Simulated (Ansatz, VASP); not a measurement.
**Two plane-wave programs on KMgBe6**

```
CELL_PARAMETERS angstrom
3.34411 1.93072 3.47498
-3.34411 1.93072 3.47498
0.00000 -3.86144 3.47498
ATOMIC_POSITIONS crystal
K 0.50000 0.50000 0.50000
Mg 0.00000 0.00000 0.00000
Be 0.35349 0.35349 0.04001
Be 0.04001 0.35349 0.35349
Be 0.35349 0.04001 0.35349
Be 0.95999 0.64651 0.64651
Be 0.64651 0.64651 0.95999
Be 0.64651 0.95999 0.64651
```

Alike in both runs: task relaxation of cell and atoms; functional PBE; k mesh 6 × 6 × 6; occupations gaussian, width 0.1 eV; no spin polarisation.

|  | VASP | Ansatz |
| --- | --- | --- |
| version | VASP 6.6.1 | Ansatz 0.2.0 |
| potentials or method | VASP PAW PBE potentials, release 64 (K_sv, Mg, Be), cutoff 600 eV | scalar-relativistic, plane waves, PAW |
| valence electrons in the cell | 23 | 31 |

|  | VASP | Ansatz | Ansatz less VASP |
| --- | --- | --- | --- |
| gap on the k mesh at the Fermi level, each at its own relaxed structure (eV) | none | none | - |
| relaxed volume (Å³/atom) | 16.90 | 16.88 | -0.015 |
| relaxed length of the cell vector where the two differ most in proportion (Å) | 5.204 | 5.203 | -0.0007 |

A gap of «none» marks a metal or a gap that the smearing closes. VASP's potentials hold 23 valence electrons a cell and Ansatz's 31, so a difference there can come from the potentials and not from the codes.
